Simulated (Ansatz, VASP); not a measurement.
# Ti3Si in VASP and in Ansatz

```
CELL_PARAMETERS angstrom
5.62856 0.00000 0.00000
-2.81428 4.87448 0.00000
0.00000 0.00000 4.50395
ATOMIC_POSITIONS crystal
Ti 0.34370 0.17185 0.75000
Ti 0.82815 0.17185 0.75000
Ti 0.82815 0.65630 0.75000
Ti 0.65630 0.82815 0.25000
Ti 0.17185 0.82815 0.25000
Ti 0.17185 0.34370 0.25000
Si 0.33333 0.66667 0.75000
Si 0.66667 0.33333 0.25000
```

Alike in both runs: functional r2SCAN; k mesh 6 × 6 × 8; occupations gaussian, width 0.1 eV; no spin polarisation.

Ansatz relaxed the structure, and its values are those at the end. VASP's run is a single point on that final structure, the one shown.

|  | VASP | Ansatz |
| --- | --- | --- |
| version | VASP 6.6.1 | Ansatz 0.2.0 |
| potentials or method | VASP PAW PBE potentials, release 64 (Ti_sv, Si), cutoff 520 eV | scalar-relativistic, plane waves, PAW |
| valence electrons in the cell | 80 | 80 |

Ansatz gave:

```
gap on the k mesh at the Fermi level (eV) : none
pressure (GPa)                            : 0.0
rms of the force components (eV/Å)        : 0.000
```

Task: What did VASP give for the same quantities?

Result: gap on the k mesh at the Fermi level (eV): none; pressure (GPa): 0.4; rms of the force components (eV/Å): 0.006.

VASP's potentials were made for PBE, not for r2SCAN. A gap of «none» marks a metal or a gap that the smearing closes.
